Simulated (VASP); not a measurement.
The system is Be7S.

```
Be S
1.0
     6.80918    0.00000    0.00000
     0.00000    3.12365    2.05906
     0.00000   -3.12365    2.05906
Be S
7 1
Direct
  0.50000 0.29488 0.07368
  0.50000 0.07368 0.29488
  0.77478 0.03436 0.03436
  0.22522 0.03436 0.03436
  0.26523 0.50584 0.50584
  0.73477 0.50584 0.50584
  0.00000 0.85235 0.85235
  0.00000 0.31859 0.31859
```

```yaml
Program: VASP 6.6.1
Task: relaxation of cell and atoms
Functional: PBE
Potentials_or_basis: VASP PAW PBE potentials, release 64 (Be, S)
Cutoff: 600 eV
k_mesh: 3 × 5 × 5
Occupations: gaussian, width 0.2 eV
Spin: no spin polarisation
```

At the start: pressure 21.5 GPa; volume 10.95 Å³/atom.

Problem. Where does the relaxation end?

Solution. Over 22 steps the energy falls by 968.9 meV/atom and the volume is 9.50 Å³/atom (-13.3 %); space group Amm2 (No. 38, to 0.05 Å).

The path:
| step | energy change (eV) | largest force (eV/Å) | pressure (GPa) | volume (Å³) |
| --- | --- | --- | --- | --- |
| 1 | 0.0000 | 12.9454 | 21.54 | 87.59 |
| 2 | -4.8104 | 1.3997 | -9.35 | 107.59 |
| 3 | -5.0765 | 1.3533 | -3.97 | 99.07 |
| 4 | -5.1052 | 1.3150 | -6.14 | 101.65 |
| 5 | -5.1104 | 1.2896 | -5.55 | 100.87 |
| 6 | -5.7736 | 0.9178 | -4.86 | 95.69 |
| 7 | -6.6045 | 1.5699 | -1.03 | 85.40 |
| 8 | -5.4023 | 3.9907 | 27.54 | 66.05 |
| 9 | -6.7135 | 1.9485 | 2.02 | 81.29 |
| 10 | -7.2569 | 1.3132 | 1.45 | 79.23 |
| 11 | -7.5483 | 0.7135 | 3.64 | 75.60 |
| 12 | -7.5677 | 0.6426 | 2.74 | 76.42 |
| 13 | -7.5681 | 0.6398 | 2.86 | 76.29 |
| 14 | -7.6559 | 0.3181 | -0.46 | 78.22 |
| 15 | -7.6708 | 0.2290 | -2.34 | 79.49 |
| 16 | -7.7045 | 0.1846 | -0.99 | 78.12 |
| 17 | -7.7154 | 0.1464 | 0.42 | 76.85 |
| 18 | -7.7284 | 0.1141 | 0.26 | 76.67 |
| 19 | -7.7371 | 0.1382 | 0.07 | 76.37 |
| 20 | -7.7476 | 0.0911 | -0.15 | 76.30 |
| 21 | -7.7488 | 0.0806 | -0.22 | 76.27 |
| 22 | -7.7515 | 0.0590 | 0.22 | 75.96 |

Final structure:
```
CELL_PARAMETERS angstrom
7.04124 0.00000 0.00000
0.00000 2.43873 2.21179
0.00000 -2.43873 2.21179
ATOMIC_POSITIONS crystal
Be 0.50000 0.50919 0.02976
Be 0.50000 0.02976 0.50919
Be 0.70525 0.01346 0.01346
Be 0.29475 0.01346 0.01346
Be 0.30016 0.52504 0.52504
Be 0.69984 0.52504 0.52504
Be 0.00000 0.75250 0.75250
S 0.00000 0.25144 0.25144
```

Caveat: the k points lie up to 0.38 Å⁻¹ apart in the final cell; the relaxation stopped at a loose force limit of 0.08 eV/Å, so its end isn't a converged minimum.
